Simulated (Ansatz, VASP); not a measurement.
# One calculation of OsBr2, two programs

```xyz
6
Lattice="3.6425 0.0000 0.0000 -1.8212 3.1545 0.0000 0.0000 0.0000 14.4823" Properties=species:S:1:pos:R:3 pbc="T T T"
Os    0.0000    2.1030    3.6206
Os    1.8212    1.0515   10.8618
Br    0.0000    2.1030    9.1241
Br    1.8212    1.0515    1.8829
Br    0.0000    2.1030   12.5994
Br    1.8212    1.0515    5.3582
```

Alike in both runs: functional PBE; k mesh 6 × 6 × 2; occupations gaussian, width 0.1 eV; collinear spin.

Ansatz relaxed the structure, and its values are those at the end. VASP's run is a single point on that final structure, the one shown.

|  | VASP | Ansatz |
| --- | --- | --- |
| version | VASP 6.6.1 | Ansatz 0.2.0 |
| potentials or method | VASP PAW PBE potentials, release 64 (Os, Br), cutoff 520 eV | scalar-relativistic, plane waves, PAW |
| valence electrons in the cell | 44 | 60 |

|  | VASP | Ansatz | Ansatz less VASP |
| --- | --- | --- | --- |
| gap on the k mesh at the Fermi level (eV) | none | none | - |
| pressure (GPa) | 0.1 | 0.1 | 0.00 |
| net moment per atom (μB) | 1.30 | 1.30 | +0.001 |
| size of the moment on the site where the two differ most (μB) | 3.03 | 2.76 | -0.271 |

Site moments also hang on the region over which each program counts them. A gap of «none» marks a metal or a gap that the smearing closes. VASP's potentials hold 44 valence electrons a cell and Ansatz's 60, so a difference there can come from the potentials and not from the codes.

Spin-orbit coupling is off throughout.
